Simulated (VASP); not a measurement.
# Cl (P6_3/mmc) in VASP: notebook

Runs on Cl. Level: PBEsol. Tasks: single point, relaxation of cell and atoms.

Everything below comes from runs of VASP 6.6.1. Logs are shortened: lines on timing, memory, paths and dates and some standing lists are left out, and cuts for length are marked.

### 1 The cell of the first run

The structure is hexagonal, space group P6_3/mmc (No. 194). Conventional cell: a = 3.733 Å, b = 3.733 Å, c = 10.166 Å, α = 90.00°, β = 90.00°, γ = 120.00°. Cl (site symmetry -6m2) has 3 Cl at 2.15 Å within 2.9 Å. Cl (site symmetry -6m2) has 3 Cl at 2.15 Å within 2.9 Å.

### 2 Single point, PBEsol

INCAR reads:

```
PREC = Accurate
ENCUT = 520
EDIFF = 1E-6
ISMEAR = 0
SIGMA = 0.1
LREAL = F
LASPH = T
NELM = 60
ALGO = Normal
ISIF = 2
LWAVE = F
LCHARG = F
GGA = PS
NBANDS = 22
```

KPOINTS reads:

```
regular mesh
0
Gamma
  6 6 2
```

POSCAR reads:

```
Cl
1.0
    3.7325342936      0.0000000000      0.0000000000
   -1.8662671468      3.2324695188      0.0000000000
    0.0000000000      0.0000000000     10.1658454339
Cl
4
Direct
    0.0000000000      0.0000000000      0.2500000000
    0.0000000000      0.0000000000      0.7500000000
    0.3333333333      0.6666666667      0.7500000000
    0.6666666667      0.3333333333      0.2500000000
```

Potentials or basis: VASP PAW PBE potentials, release 64 (Cl).

On the command line:

```sh
$ cat potpaw_PBE.64/Cl/POTCAR > POTCAR
$ mpirun -np 1 vasp_std > vasp.out
```

OUTCAR:

```text
PREC = Accurate
   ENCUT = 520
   EDIFF = 1E-6
   ISMEAR = 0
   LREAL = F
   LASPH = T
   NELM = 60
   ISIF = 2
   GGA = PS

 ion  position               nearest neighbor table
   1  0.000  0.000  0.250-   4 2.15   4 2.15   4 2.15
   2  0.000  0.000  0.750-   3 2.15   3 2.15   3 2.15
   3  0.333  0.667  0.750-   2 2.15   2 2.15   2 2.15
   4  0.667  0.333  0.250-   1 2.15   1 2.15   1 2.15

  LATTYP: Found a hexagonal cell.
 ALAT       =     3.7325342936
 C/A-ratio  =     2.7235772358

  Lattice vectors:

 A1 = (   3.7325342936,   0.0000000000,   0.0000000000)
 A2 = (  -1.8662671468,   3.2324695188,   0.0000000000)
 A3 = (   0.0000000000,   0.0000000000,  10.1658454339)

Analysis of symmetry for initial positions (statically):
=====================================================================
 Subroutine PRICEL returns:
 Original cell was already a primitive cell.

 Routine SETGRP: Setting up the symmetry group for a
 hexagonal supercell.

 Subroutine GETGRP returns: Found 24 space group operations
 (whereof 12 operations were pure point group operations)
 out of a pool of 24 trial point group operations.

The static configuration has the point symmetry D_3d.
 The point group associated with its full space group is D_6h.

Analysis of symmetry for dynamics (positions and initial velocities):
=====================================================================
 Subroutine PRICEL returns:
 Original cell was already a primitive cell.

 Routine SETGRP: Setting up the symmetry group for a
 hexagonal supercell.

 Subroutine GETGRP returns: Found 24 space group operations
 (whereof 12 operations were pure point group operations)
 out of a pool of 24 trial point group operations.

The dynamic configuration has the point symmetry D_3d.
 The point group associated with its full space group is D_6h.

 Subroutine INISYM returns: Found 24 space group operations
 (whereof 12 operations are pure point group operations),
 and found     1 'primitive' translations

----------------------------------------------------------------------------------------

                                     Primitive cell

  volume of cell :     122.6540

  direct lattice vectors                    reciprocal lattice vectors
     3.732534294  0.000000000  0.000000000     0.267914484  0.154680500  0.000000000
    -1.866267147  3.232469519  0.000000000     0.000000000  0.309360999  0.000000000
     0.000000000  0.000000000 10.165845434     0.000000000  0.000000000  0.098368602

  length of vectors
     3.732534294  3.732534294 10.165845434     0.309360999  0.309360999  0.098368602

  position of ions in fractional coordinates (direct lattice)
     0.000000000  0.000000000  0.250000000
     0.000000000  0.000000000  0.750000000
     0.333333333  0.666666667  0.750000000
     0.666666667  0.333333333  0.250000000

  ion indices of the primitive-cell ions
   primitive index   ion index
                 1           1
                 2           2
                 3           3
                 4           4

----------------------------------------------------------------------------------------

 KPOINTS: regular mesh

Automatic generation of k-mesh.
 Grid dimensions read from file:
 generate k-points for:    6    6    2

 Generating k-lattice:

  Cartesian coordinates                     Fractional coordinates (reciprocal lattice)
     0.044652414  0.025780083  0.000000000     0.166666667 -0.000000000  0.000000000
     0.000000000  0.051560167  0.000000000     0.000000000  0.166666667  0.000000000
     0.000000000  0.000000000  0.049184301     0.000000000  0.000000000  0.500000000

  Length of vectors
     0.051560167  0.051560167  0.049184301

  Shift w.r.t. Gamma in fractional coordinates (k-lattice)
     0.000000000  0.000000000  0.000000000

 Subroutine IBZKPT returns following result:
 ===========================================

 Found     14 irreducible k-points:

 Following reciprocal coordinates:
            Coordinates               Weight
  0.000000  0.000000  0.000000      1.000000
  0.166667  0.000000  0.000000      6.000000
  0.333333 -0.000000  0.000000      6.000000
  0.500000  0.000000  0.000000      3.000000
  0.166667  0.166667  0.000000      6.000000
  0.333333  0.166667  0.000000     12.000000
  0.333333  0.333333  0.000000      2.000000
  0.000000  0.000000  0.500000      1.000000
  0.166667  0.000000  0.500000      6.000000
  0.333333 -0.000000  0.500000      6.000000
  0.500000  0.000000  0.500000      3.000000
  0.166667  0.166667  0.500000      6.000000
  0.333333  0.166667  0.500000     12.000000
  0.333333  0.333333  0.500000      2.000000
   k-points           NKPTS =     14   k-points in BZ     NKDIM =     14   number of bands    NBANDS=     22
   number of dos      NEDOS =    301   number of ions     NIONS =      4
   total plane-waves  NPLWV =  62720
   dimension x,y,z NGX =    28 NGY =   28 NGZ =   80
   dimension x,y,z NGXF=    56 NGYF=   56 NGZF=  160
   ions per type =               4
   NGX,Y,Z   is equivalent  to a cutoff of  12.47, 12.47, 13.08 a.u.
   NGXF,Y,Z  is equivalent  to a cutoff of  24.94, 24.94, 26.17 a.u.
 SYSTEM =  unknown system
   PREC   = accura    normal or accurate (medium, high low for compatibility)
   ISTART =      0    job   : 0-new  1-cont  2-samecut
   ICHARG =      2    charge: 1-file 2-atom 10-const
   ISPIN  =      1    spin polarized calculation?
   LNONCOLLINEAR =      F non collinear calculations
   LSORBIT =      F    spin-orbit coupling
   LASPH  =      T    aspherical Exc in radial PAW
   ENCUT  =  520.0 eV  38.22 Ry    6.18 a.u.   6.94  6.94 18.90*2*pi/ulx,y,z
   NELM   =     60;   NELMIN=  2; NELMDL= -5     # of ELM steps
   EDIFF  = 0.1E-05   stopping-criterion for ELM
   LREAL  =      F    real-space projection
   EDIFFG = 0.1E-04   stopping-criterion for IOM
   NSW    =      0    number of steps for IOM
   IBRION =     -1    ionic relax: 0-MD 1-quasi-New 2-CG
   NFREE  =      0    steps in history (QN), initial steepest desc. (CG)
   ISIF   =      2    stress and relaxation
   ISYM   =      2    0-nonsym 1-usesym 2-fastsym
   POTIM  = 0.5000    time-step for ionic-motion
   TEBEG  =    0.0;   TEEND  =   0.0 temperature during run
   PSTRESS=    0.0 pullay stress
   NELECT =      28.0000    total number of electrons
   NUPDOWN=      -1.0000    fix difference up-down
   EMIN   =  10.00;   EMAX   =-10.00  energy-range for DOS
   EFERMI =   0.00;   METHOD = LEGACY
   ISMEAR =     0;   SIGMA  =   0.10  broadening in eV -4-tet -1-fermi 0-gaus
   EFERMI_NEDOS =   21; number of points for ismear=-14 and -15
   IALGO  =     38    algorithm
   IMIX   =      4    mixing-type and parameters
     AMIX     =   0.40;   BMIX     =  1.00
     AMIX_MAG =   1.60;   BMIX_MAG =  1.00
  volume/ion in A,a.u.               =      30.66       206.93
  Fermi-wavevector in a.u.,A,eV,Ry     =   1.000538  1.890743 13.620470  1.001076
  Thomas-Fermi vector in A             =   2.132901
   LORBIT       =      0    0 simple, 1 ext, 2 COOP (PROOUT), +10 PAW based schemes
   GGA     = PS    functional components
   LHFCALC =     F    Hartree Fock is set to
   AEXX    =    0.0000 exact exchange contribution
   IVDW    =     0    specifies the selected vdW correction
   LEPSILON=     F    determine dielectric tensor
   LRPA    =     F    only Hartree local field effects (RPA)
 non-spin polarized calculation
 Gauss-broadening in eV      SIGMA  =   0.10
  energy-cutoff  :      520.00
  volume of cell :      122.65
 maximum number of plane-waves:      3326
 NGX is ok and might be reduce to    28
   NGX = 13   NGY = 13   NGZ = 37

 number of electron      28.0000003 magnetization

 Free energy of the ion-electron system (eV)
  ---------------------------------------------------
  ext. energy  EPLUGINS =         0.00000000
  ---------------------------------------------------
  free energy    TOTEN  =        -2.64774529 eV

  energy without entropy =       -2.63053827  energy(sigma->0) =       -2.63914178

 E-fermi :   0.7833     XC(G=0):  -6.9454

 val. band max:        0.5461097064   @ k =   0.0000   0.0000   0.0000
 cond. band min:       0.8128408648   @ k =   0.3333  -0.0000   0.0000
 fundamental gap:      0.2667311585
 Fermi energy:         0.7832764156

 k-point     1 :       0.0000    0.0000    0.0000
  band No.  band energies     occupation
      1     -18.7275      2.00000
      2     -18.7236      2.00000
      3     -10.7026      2.00000
      4     -10.7015      2.00000
      5      -6.4951      2.00000
      6      -6.4951      2.00000
[... 14 lines left out ...]
     21       9.8275      0.00000
     22      11.1319      0.00000

 k-point     2 :       0.1667    0.0000    0.0000
  band No.  band energies     occupation
      1     -18.4553      2.00000
      2     -18.4515      2.00000
      3     -11.9194      2.00000
      4     -11.9181      2.00000
      5      -6.7776      2.00000
      6      -6.7755      2.00000
[... 14 lines left out ...]
     21      10.6096      0.00000
     22      10.6694      0.00000

 k-point     3 :       0.3333   -0.0000    0.0000
  band No.  band energies     occupation
      1     -17.6987      2.00000
      2     -17.6954      2.00000
      3     -13.8461      2.00000
      4     -13.8444      2.00000
      5      -7.2378      2.00000
      6      -7.2348      2.00000
[... 14 lines left out ...]
     21       9.5852      0.00000
     22       9.9955      0.00000

 k-point     4 :       0.5000    0.0000    0.0000
  band No.  band energies     occupation
      1     -17.0083      2.00000
      2     -17.0066      2.00000
      3     -14.9728      2.00000
      4     -14.9723      2.00000
      5      -7.4329      2.00000
      6      -7.4297      2.00000
[... 14 lines left out ...]
     21       8.6618      0.00000
     22       9.2704      0.00000

 k-point     5 :       0.1667    0.1667    0.0000
  band No.  band energies     occupation
      1     -17.9320      2.00000
      2     -17.9285      2.00000
      3     -13.3485      2.00000
      4     -13.3471      2.00000
      5      -7.3445      2.00000
      6      -7.3432      2.00000
[... 14 lines left out ...]
     21       9.7671      0.00000
     22      10.6525      0.00000

 k-point     6 :       0.3333    0.1667    0.0000
  band No.  band energies     occupation
      1     -17.0342      2.00000
      2     -17.0317      2.00000
      3     -14.9046      2.00000
      4     -14.9032      2.00000
      5      -7.8689      2.00000
      6      -7.8673      2.00000
[... 14 lines left out ...]
     21       8.3572      0.00000
     22       9.6997      0.00000

 k-point     7 :       0.3333    0.3333    0.0000
  band No.  band energies     occupation
      1     -16.0470      2.00000
      2     -16.0457      2.00000
      3     -16.0457      2.00000
      4     -16.0437      2.00000
      5      -8.2813      2.00000
      6      -8.2813      2.00000
[... 14 lines left out ...]
     21       8.8056      0.00000
     22       9.5703      0.00000

 k-point     8 :       0.0000    0.0000    0.5000
  band No.  band energies     occupation
      1     -18.7256      2.00000
      2     -18.7256      2.00000
      3     -10.7020      2.00000
      4     -10.7020      2.00000
      5      -6.4945      2.00000
      6      -6.4945      2.00000
[... 14 lines left out ...]
     21      10.8011      0.00000
     22      10.8011      0.00000

 k-point     9 :       0.1667    0.0000    0.5000
  band No.  band energies     occupation
      1     -18.4534      2.00000
      2     -18.4534      2.00000
      3     -11.9188      2.00000
      4     -11.9188      2.00000
      5      -6.7766      2.00000
      6      -6.7766      2.00000
[... 14 lines left out ...]
     21      10.5852      0.00000
     22      10.5853      0.00000

 k-point    10 :       0.3333   -0.0000    0.5000
  band No.  band energies     occupation
      1     -17.6970      2.00000
      2     -17.6970      2.00000
      3     -13.8453      2.00000
      4     -13.8453      2.00000
      5      -7.2363      2.00000
      6      -7.2363      2.00000
[... 14 lines left out ...]
     21       9.7751      0.00000
     22       9.7751      0.00000

 k-point    11 :       0.5000    0.0000    0.5000
  band No.  band energies     occupation
      1     -17.0074      2.00000
      2     -17.0074      2.00000
      3     -14.9726      2.00000
      4     -14.9726      2.00000
      5      -7.4313      2.00000
      6      -7.4313      2.00000
[... 14 lines left out ...]
     21       9.4671      0.00000
     22       9.4711      0.00000

 k-point    12 :       0.1667    0.1667    0.5000
  band No.  band energies     occupation
      1     -17.9303      2.00000
      2     -17.9303      2.00000
      3     -13.3478      2.00000
      4     -13.3478      2.00000
      5      -7.3439      2.00000
      6      -7.3439      2.00000
[... 14 lines left out ...]
     21      10.5212      0.00000
     22      10.5212      0.00000

 k-point    13 :       0.3333    0.1667    0.5000
  band No.  band energies     occupation
      1     -17.0329      2.00000
      2     -17.0329      2.00000
      3     -14.9039      2.00000
      4     -14.9039      2.00000
      5      -7.8681      2.00000
      6      -7.8681      2.00000
[... 14 lines left out ...]
     21       8.8777      0.00000
     22       8.8777      0.00000

 k-point    14 :       0.3333    0.3333    0.5000
  band No.  band energies     occupation
      1     -16.0457      2.00000
      2     -16.0457      2.00000
      3     -16.0453      2.00000
      4     -16.0453      2.00000
      5      -8.2813      2.00000
      6      -8.2813      2.00000
[... 14 lines left out ...]
     21       9.5189      0.00000
     22       9.5189      0.00000

------------------------ aborting loop because EDIFF is reached ----------------------------------------

  FORCE on cell =-STRESS in cart. coord.  units (eV):
  Direction    XX          YY          ZZ          XY          YZ          ZX
  --------------------------------------------------------------------------------------
  -------------------------------------------------------------------------------------
  Total       22.6484310     22.6484310     -0.0824743      0.0000000      0.0000000      0.0000000
  in kB      295.8468542    295.8468542     -1.0773270      0.0000000      0.0000000      0.0000000
  external PRESSURE =     196.8721271 kB  Pullay stress =       0.0000000 kB

 VOLUME and BASIS-vectors are now :
 -----------------------------------------------------------------------------
  energy-cutoff  :      520.00
  volume of cell :      122.65
      direct lattice vectors                 reciprocal lattice vectors
     3.732534294  0.000000000  0.000000000     0.267914484  0.154680500  0.000000000
    -1.866267147  3.232469519  0.000000000     0.000000000  0.309360999  0.000000000
     0.000000000  0.000000000 10.165845434     0.000000000  0.000000000  0.098368602

 POSITION                                       TOTAL-FORCE (eV/Angst)
 -----------------------------------------------------------------------------------
      0.00000      0.00000      2.54146         0.000000     -0.000000      0.000000
      0.00000      0.00000      7.62438        -0.000000      0.000000     -0.000000
     -0.00000      2.15498      7.62438        -0.000000     -0.000000     -0.000000
      1.86627      1.07749      2.54146         0.000000      0.000000     -0.000000
 -----------------------------------------------------------------------------------
    total drift:                                0.000000     -0.000000     -0.000000

  FREE ENERGIE OF THE ION-ELECTRON SYSTEM (eV)
  ---------------------------------------------------
  free  energy   TOTEN  =        -2.6477452904 eV

  energy  without entropy=       -2.6305382729  energy(sigma->0) =       -2.63914178
```

Run time: 14 s. Hardware: 1 thread of Intel Xeon 6975P-C (Granite Rapids), shared host; peak memory 0.22 GiB.

What came out:

```
Free energy            : -2.6477 eV
Pressure               : 19.7 GPa
Band gap on the k mesh : zero (bands 14 and 15 overlap by 1.44 eV)
```

Caveat: the cell stands under pressure; the PAW data sets were made with another functional, which shifts forces and pressure a little; this functional lacks dispersion, which binds the layers, so the pressure and a relaxed spacing across them are unreliable.

(Continued in part 2 of 3.)
